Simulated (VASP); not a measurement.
A run of VASP 6.6.1 is set up as follows.

File INCAR:

```
PREC     = Accurate       # precision mode
ENCUT    = 520            # plane-wave cutoff, eV
EDIFF    = 1E-7           # SCF threshold, eV
ISMEAR   = 0              # smearing method
SIGMA    = 0.05           # smearing width, eV
LREAL    = False          # projectors in reciprocal space
LASPH    = True           # aspherical terms in the spheres
NELM     = 100            # most SCF steps
ALGO     = Normal         # electronic algorithm
ISIF     = 2              # what is computed and relaxed
LWAVE    = False          # write WAVECAR
LCHARG   = False          # write CHGCAR
GGA      = PS             # functional
NBANDS   = 15             # bands
```

File KPOINTS:

```
regular mesh
0
Gamma
  6 6 6
```

File POSCAR:

```
KBr
1.0
    4.0434990000      0.0000000000      0.0000000000
    0.0000000000      4.0434990000      0.0000000000
    0.0000000000      0.0000000000      4.0434990000
K Br
1 1
Direct
    0.0000000000      0.0000000000      0.0000000000
    0.5000000000      0.5000000000      0.5463707299
```

Potentials or basis: VASP PAW PBE potentials, release 64 (K_sv, Br).

Launch:

```sh
$ cat potpaw_PBE.64/K_sv/POTCAR potpaw_PBE.64/Br/POTCAR > POTCAR
$ mpirun -np 1 vasp_std > vasp.out
```

**Question.** What does it give for the pressure?

**Answer.** -1.1 GPa.

**Question.** Estimate the largest force.

**Answer.** 0.081 eV/Å.

**Question.** Estimate the band gap on the k mesh.

**Answer.** 3.72 eV (least direct gap 3.98 eV).

Forces on the atoms (eV/Å):
```
K    0.000  0.000  0.081
Br   0.000  0.000 -0.081
```

Caveat: the cell differs from its parent crystal (all Br atoms moved +0.188 Å, as atom 2 along Cartesian [0 0 1]); the PAW data sets were made with another functional, which shifts forces and pressure a little. A k mesh can miss the band edges.
